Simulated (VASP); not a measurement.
Write the native input for VASP 6.6.1 that does the following.

| Quantity | Value |
| --- | --- |
| Task | single point |
| Functional | PBE |
| Potentials or basis | VASP PAW PBE potentials, release 64 (Cu) |
| Cutoff | 520 eV |
| k mesh | 18 × 18 × 10 |
| Occupations | gaussian, width 0.1 eV |
| Spin | no spin polarisation |
| Dipole correction | no |
| Further INCAR settings | ALGO = Normal; EDIFF = 1e-06; NBANDS = 18 |

The structure of Cu lies in POSCAR:

```
Cu
1.0
    2.4756097187      0.0000000000      0.0000000000
   -1.2378048593      2.1439409062      0.0000000000
    0.0000000000      0.0000000000      3.9559642963
Cu
2
Direct
    0.3333333300      0.6666666700      0.2500000000
    0.6666666700      0.3333333300      0.7500000000
```

This isn't the form of Cu at room conditions, which is fcc.

This cell differs from its parent crystal: strained.

The input as run:

INCAR

```
SYSTEM = Cu
PREC = Accurate
ENCUT = 520
EDIFF = 1E-6
ISMEAR = 0
SIGMA = 0.1
LREAL = .False.
LASPH = .True.
NELM = 60
ALGO = Normal
ISIF = 2
LWAVE = .False.
LCHARG = .True.
GGA = PE
LELF = .True.
LVHAR = .True.
NBANDS = 18
```

KPOINTS

```
regular mesh
0
Gamma
  18 18 10
  0 0 0
```

Potentials or basis: VASP PAW PBE potentials, release 64 (Cu).

Command:

```sh
$ cat potpaw_PBE.64/Cu/POTCAR > POTCAR
$ mpirun -np 1 vasp_std > vasp.out
```

Results of the run:

```
Pressure               : 26.1 GPa
Band gap on the k mesh : zero (bands 11 and 12 overlap by 6.37 eV)
```

Caveat: the cell differs from its parent crystal (strained); the cell stands under pressure.

It took 86 s on 1 thread of Intel Xeon 8259CL (shared host), peak memory 0.18 GiB.
